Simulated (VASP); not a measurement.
Set up this calculation in VASP 6.6.1, as the native input.

```yaml
Task: single point
Functional: LDA
Potentials_or_basis: VASP PAW LDA potentials, release 64 (Ta_pv, Cu)
Cutoff: 520 eV
k_mesh: 9 × 9 × 9
Occupations: fermi-dirac, width 0.05 eV
Spin: no spin polarisation
Dipole_correction: no
Further_INCAR_settings: ALGO = Fast; EDIFF = 1e-07; NBANDS = 30
```

The structure of Ta3Cu lies in POSCAR:

```
Ta3Cu
1.0
   -2.0197955131      2.0197955131      4.2360394877
    2.0197955131     -2.0197955131      4.2360394877
    2.0197955131      2.0197955131     -4.2360394877
Ta Cu
3 1
Direct
    0.5000000000      0.5000000000      0.0000000000
    0.2500000000      0.7500000000      0.5000000000
    0.7500000000      0.2500000000      0.5000000000
    0.0000000000      0.0000000000      0.0000000000
```

One way to write it, as run:

INCAR

```
SYSTEM = Ta3Cu
  PREC = Accurate
  ENCUT = 520
  EDIFF = 1E-7
  ISMEAR = -1
  SIGMA = 0.05
  LREAL = .False.
  LASPH = .True.
  NELM = 80
  ALGO = Fast
  ISIF = 2
  LWAVE = .False.
  LCHARG = .True.
  GGA = CA
  LELF = .True.
  LVHAR = .True.
  NBANDS = 30
```

KPOINTS

```
Automatic mesh
0
Gamma
  9 9 9
  0 0 0
```

Potentials or basis: VASP PAW LDA potentials, release 64 (Ta_pv, Cu).

Command:

```bash
$ cat potpaw_LDA.64/Ta_pv/POTCAR potpaw_LDA.64/Cu/POTCAR > POTCAR
$ mpirun -np 1 vasp_std > vasp.out
```

It gave:

```yaml
Pressure: -13.7 GPa
Band_gap_on_the_k_mesh: zero (bands 22 and 23 overlap by 1.30 eV)
```

Caveat: the cell stands under tension; spin-orbit coupling is left out, which moves the levels of the heavy elements.

Wall time 9.6 min on 1 thread of Intel Xeon 8259CL, with other jobs on the host, peak memory 0.29 GiB.
